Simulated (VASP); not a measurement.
Here is a VASP 6.6.1 calculation.

File INCAR:

```
SYSTEM = SiO2
PREC = Accurate
ENCUT = 520
EDIFF = 1E-6
ISMEAR = 0
SIGMA = 0.02
LREAL = .False.
LASPH = .True.
NELM = 80
ALGO = Normal
ISIF = 2
LWAVE = .False.
LCHARG = .False.
GGA = PE
NBANDS = 44
```

The input KPOINTS:

```
Automatic mesh
0
Gamma
  6 6 4
  0 0 0
```

POSCAR

```
SiO2
1.0
    4.8773628630      0.0000000000      0.0000000000
   -2.4386814315      4.2239201429      0.0000000000
    0.0000000000      0.0000000000      8.5828569028
Si O
4 8
Direct
    0.6666666667      0.3333333333      0.9367930884
    0.6666666667      0.3333333333      0.5632069116
    0.3333333333      0.6666666667      0.0632069116
    0.3333333333      0.6666666667      0.4367930884
    0.0000000000      0.3786699054      0.0000000000
    0.3786699054      0.3786699054      0.5000000000
    0.6213300946      0.0000000000      0.5000000000
    0.6213300946      0.6213300946      0.0000000000
    0.0000000000      0.6213300946      0.5000000000
    0.6666666667      0.3333333333      0.7500000000
    0.3333333333      0.6666666667      0.2500000000
    0.3786699054      0.0000000000      0.0000000000
```

Potentials or basis: VASP PAW PBE potentials, release 64 (Si, O).

The run is started by

```sh
$ cat potpaw_PBE.64/Si/POTCAR potpaw_PBE.64/O/POTCAR > POTCAR
$ mpirun -np 1 vasp_std > vasp.out
```

Task: Estimate the pressure.

Result: 4.0 GPa.

Task: What does it give for the band gap on the k mesh?

Result: 5.59 eV (least direct gap 5.70 eV).

Task: Predict the largest force.

Result: 0.029 eV/Å.

Forces on the atoms (eV/Å):
```
Si   0.000  0.000 -0.029
Si   0.000  0.000  0.029
Si   0.000  0.000  0.029
Si   0.000  0.000 -0.029
O    0.001 -0.002  0.000
O   -0.001 -0.002  0.000
O    0.002  0.000  0.000
O    0.001  0.002  0.000
O   -0.001  0.002  0.000
O    0.000  0.000  0.000
O    0.000  0.000  0.000
O   -0.002  0.000  0.000
```

Caveat: the cell stands under pressure. A k mesh can miss the band edges.
